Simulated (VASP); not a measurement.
# SiC (Imm2) in VASP: a series of runs

The runs below take SiC through relaxation of the atoms, with LDA.

All numbers are computed with VASP 6.6.1; they aren't measurements. Logs are shortened: lines on timing, memory, paths and dates and some standing lists are left out, and cuts for length are marked.

### 1 The cell of the first run

The structure is orthorhombic, space group Imm2 (No. 44). Conventional cell: a = 3.031 Å, b = 3.061 Å, c = 4.353 Å, α = 90.00°, β = 90.00°, γ = 90.00°. Within 2.5 Å of Si (site symmetry mm2) lie 4 C at 1.87 to 1.88 Å. C (site symmetry mm2) has 4 Si at 1.87 to 1.88 Å within 2.5 Å.

### 2 Relaxation of the atoms, LDA (strained cell)

Contents of INCAR:

```
SYSTEM = SiC
ALGO = Normal
EDIFF = 1E-7
EDIFFG = -0.002
ENCUT = 520
GGA_COMPAT = .FALSE.
IBRION = 2
ISIF = 2
ISMEAR = 0
LASPH = .TRUE.
LCHARG = .FALSE.
LREAL = .FALSE.
LWAVE = .FALSE.
NELM = 120
NELMIN = 4
NSW = 60
PREC = Accurate
SIGMA = 0.02
```

Contents of KPOINTS:

```
k-points
0
G
  10 10 10
  0 0 0
```

Contents of POSCAR:

```
SiC
1.0
   -0.0106350881      2.1535232158      2.1763368057
    2.1535232158     -0.0106350881      2.1763368057
    2.1428881277      2.1428881277      0.0000000000
Si C
1 1
Direct
   -0.0001484509     -0.0001484509      0.0001484509
    0.2501484509      0.2501484509      0.2498515491
```

Potentials or basis: VASP PAW LDA potentials, release 64 (Si, C).

Command:

```console
> cat potpaw_LDA.64/Si/POTCAR potpaw_LDA.64/C/POTCAR > POTCAR
> mpirun -np 1 vasp_std > vasp.out
```

OUTCAR:

```text
SYSTEM = SiC
   EDIFF = 1E-7
   EDIFFG = -0.002
   ENCUT = 520
   IBRION = 2
   ISIF = 2
   ISMEAR = 0
   LASPH = .TRUE.
   LREAL = .FALSE.
   NELM = 120
   NELMIN = 4
   NSW = 60
   PREC = Accurate

 ion  position               nearest neighbor table
   1  1.000  1.000  0.000-   2 1.87   2 1.87   2 1.88   2 1.88
   2  0.250  0.250  0.250-   1 1.87   1 1.87   1 1.88   1 1.88

  LATTYP: Found a body centered orthorhombic cell.
 ALAT       =     3.0305014528
 B/A-ratio  =     1.0099259387
 C/A-ratio  =     1.4362882444

  Lattice vectors:

 A1 = (  -2.1535232158,   0.0106350881,   2.1763368057)
 A2 = (   2.1535232158,  -0.0106350881,   2.1763368057)
 A3 = (  -0.0106350881,   2.1535232158,  -2.1763368057)

Analysis of symmetry for initial positions (statically):
=====================================================================
 Subroutine PRICEL returns:
 Original cell was already a primitive cell.

 Routine SETGRP: Setting up the symmetry group for a
 body centered orthorhombic supercell.

 Subroutine GETGRP returns: Found  4 space group operations
 (whereof  4 operations were pure point group operations)
 out of a pool of  8 trial point group operations.

The static configuration has the point symmetry C_2v.

Analysis of symmetry for dynamics (positions and initial velocities):
=====================================================================
 Subroutine PRICEL returns:
 Original cell was already a primitive cell.

 Routine SETGRP: Setting up the symmetry group for a
 body centered orthorhombic supercell.

 Subroutine GETGRP returns: Found  4 space group operations
 (whereof  4 operations were pure point group operations)
 out of a pool of  8 trial point group operations.

The dynamic configuration has the point symmetry C_2v.

 Subroutine INISYM returns: Found  4 space group operations
 (whereof  4 operations are pure point group operations),
 and found     1 'primitive' translations

----------------------------------------------------------------------------------------

                                     Primitive cell

  volume of cell :      20.1857

  direct lattice vectors                    reciprocal lattice vectors
    -0.010635088  2.153523216  2.176336806    -0.231036703  0.231036703  0.229743852
     2.153523216 -0.010635088  2.176336806     0.231036703 -0.231036703  0.229743852
     2.142888128  2.142888128  0.000000000     0.233329959  0.233329959 -0.229743852

  length of vectors
     3.061734351  3.061734351  3.030501453     0.399422275  0.399422275  0.402079566

  position of ions in fractional coordinates (direct lattice)
     0.999851549  0.999851549  0.000148451
     0.250148451  0.250148451  0.249851549

  ion indices of the primitive-cell ions
   primitive index   ion index
                 1           1
                 2           2

----------------------------------------------------------------------------------------

 KPOINTS: k-points

Automatic generation of k-mesh.
 Grid dimensions read from file:
 generate k-points for:   10   10   10

 Generating k-lattice:

  Cartesian coordinates                     Fractional coordinates (reciprocal lattice)
    -0.023103670  0.023103670  0.022974385     0.100000000  0.000000000  0.000000000
     0.023103670 -0.023103670  0.022974385     0.000000000  0.100000000  0.000000000
     0.023332996  0.023332996 -0.022974385    -0.000000000 -0.000000000  0.100000000

  Length of vectors
     0.039942228  0.039942228  0.040207957

  Shift w.r.t. Gamma in fractional coordinates (k-lattice)
     0.000000000  0.000000000  0.000000000

 Subroutine IBZKPT returns following result:
 ===========================================

 Found    171 irreducible k-points:

 Following reciprocal coordinates:
            Coordinates               Weight
  0.000000  0.000000  0.000000      1.000000
  0.100000 -0.000000  0.000000      4.000000
  0.200000 -0.000000  0.000000      4.000000
  0.300000  0.000000  0.000000      4.000000
  0.400000  0.000000  0.000000      4.000000
  0.500000 -0.000000  0.000000      2.000000
[... 16 lines left out ...]
  0.300000  0.300000  0.000000      2.000000
  0.400000  0.300000  0.000000      4.000000
 [... further k-points ...]
   k-points           NKPTS =    171   k-points in BZ     NKDIM =    171   number of bands    NBANDS=      8
   number of dos      NEDOS =    301   number of ions     NIONS =      2
   total plane-waves  NPLWV =  13824
   dimension x,y,z NGX =    24 NGY =   24 NGZ =   24
   dimension x,y,z NGXF=    48 NGYF=   48 NGZF=   48
   ions per type =               1   1
   NGX,Y,Z   is equivalent  to a cutoff of  13.03, 13.03, 13.17 a.u.
   NGXF,Y,Z  is equivalent  to a cutoff of  26.06, 26.06, 26.33 a.u.
 SYSTEM =  SiC
   PREC   = accura    normal or accurate (medium, high low for compatibility)
   ISTART =      0    job   : 0-new  1-cont  2-samecut
   ICHARG =      2    charge: 1-file 2-atom 10-const
   ISPIN  =      1    spin polarized calculation?
   LNONCOLLINEAR =      F non collinear calculations
   LSORBIT =      F    spin-orbit coupling
   LASPH  =      T    aspherical Exc in radial PAW
   ENCUT  =  520.0 eV  38.22 Ry    6.18 a.u.   5.69  5.69  5.63*2*pi/ulx,y,z
   NELM   =    120;   NELMIN=  4; NELMDL= -5     # of ELM steps
   EDIFF  = 0.1E-06   stopping-criterion for ELM
   LREAL  =      F    real-space projection
   EDIFFG = -.2E-02   stopping-criterion for IOM
   NSW    =     60    number of steps for IOM
   IBRION =      2    ionic relax: 0-MD 1-quasi-New 2-CG
   NFREE  =      1    steps in history (QN), initial steepest desc. (CG)
   ISIF   =      2    stress and relaxation
   ISYM   =      2    0-nonsym 1-usesym 2-fastsym
   POTIM  = 0.5000    time-step for ionic-motion
   TEBEG  =    0.0;   TEEND  =   0.0 temperature during run
   PSTRESS=    0.0 pullay stress
   NELECT =       8.0000    total number of electrons
   NUPDOWN=      -1.0000    fix difference up-down
   EMIN   =  10.00;   EMAX   =-10.00  energy-range for DOS
   EFERMI =   0.00;   METHOD = LEGACY
   ISMEAR =     0;   SIGMA  =   0.02  broadening in eV -4-tet -1-fermi 0-gaus
   EFERMI_NEDOS =   21; number of points for ismear=-14 and -15
   IALGO  =     38    algorithm
   IMIX   =      4    mixing-type and parameters
     AMIX     =   0.40;   BMIX     =  1.00
     AMIX_MAG =   1.60;   BMIX_MAG =  1.00
  volume/ion in A,a.u.               =      10.09        68.11
  Fermi-wavevector in a.u.,A,eV,Ry     =   1.202513  2.272421 19.674550  1.446039
  Thomas-Fermi vector in A             =   2.338293
   LORBIT       =      0    0 simple, 1 ext, 2 COOP (PROOUT), +10 PAW based schemes
   GGA     = CA    functional components
   LHFCALC =     F    Hartree Fock is set to
   AEXX    =    0.0000 exact exchange contribution
   IVDW    =     0    specifies the selected vdW correction
   LEPSILON=     F    determine dielectric tensor
   LRPA    =     F    only Hartree local field effects (RPA)
 conjugate gradient relaxation of ions
 non-spin polarized calculation
 Gauss-broadening in eV      SIGMA  =   0.02
  energy-cutoff  :      520.00
  volume of cell :       20.19
 maximum number of plane-waves:       556
   NGX = 11   NGY = 11   NGZ = 11

--------------------------------------- Ionic step        1  -------------------------------------------

 number of electron       8.0000000 magnetization

 Free energy of the ion-electron system (eV)
  ---------------------------------------------------
  ext. energy  EPLUGINS =         0.00000000
  ---------------------------------------------------
  free energy    TOTEN  =       -16.63896999 eV

  energy without entropy =      -16.63896999  energy(sigma->0) =      -16.63896999

------------------------ aborting loop because EDIFF is reached ----------------------------------------

  FORCE on cell =-STRESS in cart. coord.  units (eV):
  Direction    XX          YY          ZZ          XY          YZ          ZX
  --------------------------------------------------------------------------------------
  -------------------------------------------------------------------------------------
  Total        0.3098120      0.3098120     -0.0468425      0.3495568      0.0000000      0.0000000
  in kB       24.5903211     24.5903211     -3.7179701     27.7449386      0.0000000      0.0000000
  external PRESSURE =      15.1542241 kB  Pullay stress =       0.0000000 kB
[... 57 lines left out ...]
  energy  without entropy=      -16.6389836095  energy(sigma->0) =      -16.63898361

--------------------------------------- Ionic step        3  -------------------------------------------

 number of electron       8.0000000 magnetization

 Free energy of the ion-electron system (eV)
  ---------------------------------------------------
  ext. energy  EPLUGINS =         0.00000000
  ---------------------------------------------------
  free energy    TOTEN  =       -16.63906921 eV

  energy without entropy =      -16.63906921  energy(sigma->0) =      -16.63906921

 E-fermi :   8.5925     XC(G=0): -11.6623

 val. band max:        8.4243334782   @ k =   0.0000   0.0000   0.0000
 cond. band min:       9.5970313423   @ k =   0.5000  -0.0000   0.5000
 fundamental gap:      1.1726978642
 Fermi energy:         8.5924790793

 k-point     1 :       0.0000    0.0000    0.0000
  band No.  band energies     occupation
      1      -7.1645      2.00000
      2       8.2970      2.00000
      3       8.3187      2.00000
      4       8.4243      2.00000
      5      14.8996      0.00000
      6      15.5938      0.00000
      7      15.7593      0.00000
      8      15.8107      0.00000
[... 243 lines left out ...]
 k-point    24 :       0.4000    0.3000    0.0000
  band No.  band energies     occupation
      1      -3.9761      2.00000
      2       2.7106      2.00000
      3       5.1033      2.00000
      4       5.8316      2.00000
      5      11.2364      0.00000
      6      14.0243      0.00000
      7      20.0625      0.00000
      8      20.4164      0.00000

 [... further k-points ...]

------------------------ aborting loop because EDIFF is reached ----------------------------------------

  FORCE on cell =-STRESS in cart. coord.  units (eV):
  Direction    XX          YY          ZZ          XY          YZ          ZX
  --------------------------------------------------------------------------------------
  -------------------------------------------------------------------------------------
  Total        0.3084483      0.3084483     -0.0484638      0.3212738      0.0000000      0.0000000
  in kB       24.4820840     24.4820840     -3.8466554     25.5000675      0.0000000      0.0000000
  external PRESSURE =      15.0391709 kB  Pullay stress =       0.0000000 kB
[... 17 lines left out ...]
  FREE ENERGIE OF THE ION-ELECTRON SYSTEM (eV)
  ---------------------------------------------------
  free  energy   TOTEN  =       -16.6390692115 eV

  energy  without entropy=      -16.6390692115  energy(sigma->0) =      -16.63906921

 reached required accuracy - stopping structural energy minimisation
```

Wall time 59 s (1 thread of Oxide Virtual Turin-like, shared host); peak memory 0.11 GiB.

Results:

```yaml
Free_energy: -16.6391 eV
Energy_gained_by_relaxing: 0.0 meV/atom
Ionic_steps: 3
Pressure_after_relaxing: 1.5 GPa
Band_gap_on_the_k_mesh: 1.17 eV (least direct gap 4.42 eV)
```

Final structure:
```
Si C
1.0
    -0.01064    2.15352    2.17634
     2.15352   -0.01064    2.17634
     2.14289    2.14289    0.00000
Si C
1 1
Direct
  0.99949 0.99949 0.00051
  0.25051 0.25051 0.24949
```

Caveat: the cell differs from its parent crystal (strained cell). A k mesh can miss the band edges.

### 3 Relaxation of the atoms, LDA (strained cell)

Contents of INCAR:

```
  PREC = Accurate
  ENCUT = 520
  EDIFF = 1E-7
  ISMEAR = 0
  SIGMA = 0.02
  LREAL = F
  LASPH = T
  NELM = 120
  ALGO = Normal
  ISIF = 2
  LWAVE = F
  LCHARG = F
  GGA = CA
  IBRION = 2
  NSW = 60
  EDIFFG = -0.002
  GGA_COMPAT = F
  NELMIN = 4
```

Contents of KPOINTS:

```
Automatic mesh
0
Gamma
  10 10 10
```

Contents of POSCAR:

```
SiC
1.0
   -0.0101619991      2.1530501268      2.1726518324
    2.1530501268     -0.0101619991      2.1726518324
    2.1428881277      2.1428881277      0.0000000000
Si C
1 1
Direct
   -0.0004769237     -0.0004769237      0.0004769237
    0.2504769237      0.2504769237      0.2495230763
```

Potentials or basis: VASP PAW LDA potentials, release 64 (Si, C).

Command:

```console
> cat potpaw_LDA.64/Si/POTCAR potpaw_LDA.64/C/POTCAR > POTCAR
> mpirun -np 1 vasp_std > vasp.out
```

Run time: 45 s. Hardware: 1 thread of Oxide Virtual Turin-like, shared host; peak memory 0.11 GiB.

It converged, with:

* Free energy: -16.6390 eV
* Energy gained by relaxing: 0.0 meV/atom
* Ionic steps: 3
* Pressure after relaxing: 2.0 GPa
* Band gap on the k mesh: 1.18 eV (least direct gap 4.42 eV)

Stress tensor (GPa, compression positive):
```
2.82 2.44 0.00
2.44 2.82 0.00
0.00 0.00 0.39
```

Final structure:
```
Si C
1.0
    -0.01016    2.15305    2.17265
     2.15305   -0.01016    2.17265
     2.14289    2.14289    0.00000
Si C
1 1
Direct
  0.99951 0.99951 0.00049
  0.25049 0.25049 0.24951
```

Levels at points of the mesh, in eV from the valence-band top:
| k point | band 1 | band 2 | band 3 | band 4 | band 5 | band 6 | band 7 | band 8 |
| --- | --- | --- | --- | --- | --- | --- | --- | --- |
| (0.00, 0.00, 0.00) | -15.60 | -0.11 | -0.10 | 0.00 | 6.51 | 7.20 | 7.35 | 7.40 |
| (0.50, 0.00, 0.00) | -11.91 | -8.79 | -1.18 | -1.03 | 5.61 | 7.12 | 7.32 | 10.02 |
| (0.50, 0.50, 0.00) | -10.42 | -8.05 | -3.34 | -3.16 | 1.26 | 4.32 | 14.08 | 14.10 |
| (0.00, 0.00, 0.50) | -11.84 | -8.76 | -1.20 | -1.13 | 5.49 | 7.09 | 7.16 | 9.97 |
| (0.50, 0.00, 0.50) | -10.34 | -7.93 | -3.36 | -3.34 | 1.18 | 4.16 | 13.91 | 14.18 |

Caveat: the cell differs from its parent crystal (strained cell). A k mesh can miss the band edges.
